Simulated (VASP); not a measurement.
Here is a VASP 6.6.1 calculation.

File INCAR:

```
SYSTEM = CaSe
  PREC = Accurate
  ENCUT = 600
  EDIFF = 1E-7
  ISMEAR = -1
  SIGMA = 0.02
  LREAL = .FALSE.
  LASPH = .TRUE.
  NELM = 60
  ALGO = Normal
  ISIF = 3
  LWAVE = .FALSE.
  LCHARG = .FALSE.
  GGA = PS
  IBRION = 2
  NSW = 80
  EDIFFG = -0.005
```

The input KPOINTS:

```
regular mesh
0
G
  6 6 6
  0 0 0
```

File POSCAR:

```
CaSe
1.0
    0.0000000000      3.2946874855      3.2946874855
    3.2946874855      0.0000000000      3.2946874855
    3.2946874855      3.2946874855      0.0000000000
Ca Se
1 1
Direct
    0.0000000000      0.0000000000      0.0000000000
    0.2500000000      0.2500000000      0.2500000000
```

Potentials or basis: VASP PAW PBE potentials, release 64 (Ca_sv, Se).

Run with:

```sh
$ cat potpaw_PBE.64/Ca_sv/POTCAR potpaw_PBE.64/Se/POTCAR > POTCAR
$ mpirun -np 1 vasp_std > vasp.out
```

(1) What does it give for the relaxed cell?

(2) What does it give for the band gap on the k mesh?

(3) Predict the relaxed volume.

Results:

(1) a = 4.604 Å, b = 4.604 Å, c = 4.604 Å, α = 60.00°, β = 60.00°, γ = 60.00°.

(2) 3.13 eV (least direct gap 3.23 eV).

(3) 34.50 Å³/atom.

Caveat: the PAW data sets were made with another functional, which shifts forces and pressure a little.
